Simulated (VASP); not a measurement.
# Mg5CdO6 in VASP: notebook, part 2 of 2

VASP 6.6.1. Earlier steps stand in the parts before.

## 5. Single point, PBE

Input file INCAR:

```
PREC     = Accurate       # precision mode
ENCUT    = 520            # plane-wave cutoff, eV
EDIFF    = 1E-6           # SCF threshold, eV
ISMEAR   = 0              # smearing method
SIGMA    = 0.02           # smearing width, eV
LREAL    = False          # projectors in reciprocal space
LASPH    = True           # aspherical terms in the spheres
NELM     = 100            # most SCF steps
ALGO     = Normal         # electronic algorithm
ISIF     = 2              # what is computed and relaxed
LWAVE    = False          # write WAVECAR
LCHARG   = True           # write CHGCAR
GGA      = PE             # functional
LELF     = True           # ELF
LVHAR    = True         
NBANDS   = 41             # bands
```

Input file KPOINTS:

```
regular mesh
0
Gamma
  10 10 2
```

Input file POSCAR:

```
Mg5CdO6
1.0
    3.0966278000      0.0000000000      0.0000000000
    0.0000000000      3.0966278000      0.0000000000
    0.0000000000      0.0000000000     13.1208840000
Mg Cd O
5 1 6
Direct
    0.0000000000      0.0000000000      0.0000000000
    0.5000000000      0.5000000000      0.1587650000
    0.0000000000      0.0000000000      0.3200280000
    0.0000000000      0.0000000000      0.6799720000
    0.5000000000      0.5000000000      0.8412350000
    0.5000000000      0.5000000000      0.5000000000
    0.0000000000      0.0000000000      0.1593710000
    0.5000000000      0.5000000000      0.3171830000
    0.0000000000      0.0000000000      0.5000000000
    0.5000000000      0.5000000000      0.6828170000
    0.0000000000      0.0000000000      0.8406290000
    0.5000000000      0.5000000000      0.0000000000
```

Run with:

```
cat potpaw_PBE.64/Mg/POTCAR potpaw_PBE.64/Cd/POTCAR potpaw_PBE.64/O/POTCAR > POTCAR
mpirun -np 1 vasp_std > vasp.out
```

Wall time 2 min (1 thread of AMD EPYC 9R45 (Zen 5), shared host); peak memory 0.3 GiB.

It converged, with:

| Property | Result |
| --- | --- |
| Free energy | -66.4074 eV |
| Pressure | -0.1 GPa |
| Largest force | 0.031 eV/Å |
| Band gap on the k mesh | 1.40 eV (least direct gap 2.75 eV) |

Forces on the atoms (eV/Å):
```
Mg   0.000  0.000  0.000
Mg   0.000  0.000  0.001
Mg   0.000  0.000 -0.014
Mg   0.000  0.000  0.014
Mg   0.000  0.000 -0.001
Cd   0.000  0.000  0.000
O    0.000  0.000  0.000
O    0.000  0.000 -0.031
O    0.000  0.000  0.000
O    0.000  0.000  0.031
O    0.000  0.000  0.000
O    0.000  0.000  0.000
```

Stress tensor (GPa, compression positive):
```
 0.05  0.00  0.00
 0.00  0.05  0.00
 0.00  0.00 -0.27
```

Levels at points of the mesh, in eV from the valence-band top:
```
           k point  band 26  band 27  band 28  band 29  band 30  band 31  band 32  band 33
(0.00, 0.00, 0.00)    -1.63    -1.51    -1.35    -1.35     1.40     3.81     4.15     5.97
(0.50, 0.00, 0.00)    -1.89    -1.89    -1.35     0.00     4.99     5.43     6.06     6.48
(0.50, 0.50, 0.00)    -2.66    -2.53    -2.53    -2.46     5.01     7.14     8.18     8.18
(0.00, 0.00, 0.50)    -1.62    -1.62    -1.35    -1.35     1.61     3.18     5.10     5.37
(0.50, 0.00, 0.50)    -1.89    -1.89    -1.26     0.00     4.96     5.35     6.23     6.62
(0.50, 0.50, 0.50)    -2.73    -2.56    -2.56    -2.41     5.03     7.28     7.95     8.04
```

## 6. Single point, r2SCAN

POSCAR is that of step 5.

Input file INCAR.step1:

```
PREC = Accurate ; ENCUT = 520
ISMEAR = 0 ; SIGMA = 0.02
LREAL = False ; LASPH = True
NELM = 60 ; NBANDS = 41
GGA = PE ; ALGO = Normal
EDIFF = 1E-4 ; LWAVE = True
LCHARG = False
```

Input file INCAR.step2:

```
PREC = Accurate ; ENCUT = 520
EDIFF = 1E-6 ; ISMEAR = 0
SIGMA = 0.02 ; LREAL = False
LASPH = True ; NELM = 60
ALGO = Normal ; ISIF = 2
LWAVE = False ; LCHARG = True
METAGGA = R2SCAN ; LMIXTAU = True
LELF = True ; LVHAR = True
NBANDS = 41 ; ISTART = 1
```

Input file KPOINTS:

```
Automatic mesh
0
Gamma
  10 10 2
```

Potentials or basis: VASP PAW PBE potentials, release 64 (Mg, Cd, O).

Run with:

```
cat potpaw_PBE.64/Mg/POTCAR potpaw_PBE.64/Cd/POTCAR potpaw_PBE.64/O/POTCAR > POTCAR
cp INCAR.step1 INCAR
mpirun -np 1 vasp_std > vasp.out
cp INCAR.step2 INCAR
mpirun -np 1 vasp_std > vasp.out
```

Run time: 7.1 min. Hardware: 1 thread of AMD EPYC 9R45 (Zen 5), shared host; peak memory 0.33 GiB.

Results (log left out):

```
Free energy            : -108.2874 eV
Pressure               : -5.4 GPa
Largest force          : 0.098 eV/Å
Band gap on the k mesh : 1.97 eV (least direct gap 3.40 eV)
```

Forces in eV/Å, atoms in the order of the input:
```
Mg   0.000  0.000  0.000
Mg   0.000  0.000  0.011
Mg   0.000  0.000 -0.098
Mg   0.000  0.000  0.098
Mg   0.000  0.000 -0.011
Cd   0.000  0.000  0.000
O    0.000  0.000 -0.003
O    0.000  0.000 -0.014
O    0.000  0.000  0.000
O    0.000  0.000  0.014
O    0.000  0.000  0.003
O    0.000  0.000  0.000
```

Stress tensor (GPa, compression positive):
```
-5.23  0.00  0.00
 0.00 -5.23  0.00
 0.00  0.00 -5.63
```

Levels at points of the mesh, in eV from the valence-band top:
| k point | band 27 | band 28 | band 29 | band 30 | band 31 | band 32 |
| --- | --- | --- | --- | --- | --- | --- |
| (0.00, 0.00, 0.00) | -1.59 | -1.43 | -1.43 | 1.97 | 4.53 | 4.87 |
| (0.50, 0.00, 0.00) | -1.98 | -1.40 | 0.00 | 5.68 | 6.13 | 6.78 |
| (0.50, 0.50, 0.00) | -2.64 | -2.64 | -2.52 | 5.74 | 8.05 | 8.97 |
| (0.00, 0.00, 0.50) | -1.71 | -1.44 | -1.44 | 2.13 | 3.92 | 5.86 |
| (0.50, 0.00, 0.50) | -1.98 | -1.32 | 0.00 | 5.65 | 6.06 | 6.93 |
| (0.50, 0.50, 0.50) | -2.66 | -2.66 | -2.47 | 5.76 | 8.19 | 8.84 |

Caveat: the cell stands under tension; the PAW data sets were made with another functional, which shifts forces and pressure a little.

## 7. The runs side by side

| level | cell | k mesh | smearing | gap on the mesh (eV) | pressure (GPa) | largest force (eV/Å) |
| --- | --- | --- | --- | --- | --- | --- |
| PBE | a = 3.097, b = 3.097, c = 13.121 Å, 12 atoms, atomic positions A | 4 × 4 × 1 | gaussian 0.1 eV | 1.38 | -0.1 | 0.03 |
| PBE | a = 3.101, b = 3.100, c = 13.091 Å, 12 atoms, atomic positions B | 4 × 4 × 1 | gaussian 0.1 eV | 1.41 | -0.1 | 0.05 |
| PBE | a = 3.097, b = 3.097, c = 13.121 Å, 12 atoms, atomic positions A | 6 × 6 × 2 | gaussian 0.1 eV | 1.39 | -0.1 | 0.03 |
| PBE | a = 3.097, b = 3.097, c = 13.121 Å, 12 atoms, atomic positions A | 10 × 10 × 2 | gaussian 0.02 eV | 1.40 | -0.1 | 0.03 |
| r2SCAN | a = 3.097, b = 3.097, c = 13.121 Å, 12 atoms, atomic positions A | 10 × 10 × 2 | gaussian 0.02 eV | 1.97 | -5.4 | 0.10 |

Alike in all rows: task single point; potentials or basis VASP PAW PBE potentials, release 64 (Mg, Cd, O); no spin polarisation; cutoff (eV) 520.

Caveats: some runs use coarse meshes; the cell stands under tension (at least some runs); the PAW data sets were made with another functional, which shifts forces and pressure a little (at least some runs).

Total energies depend on the potentials used, so only differences within one code and one set of settings carry meaning.
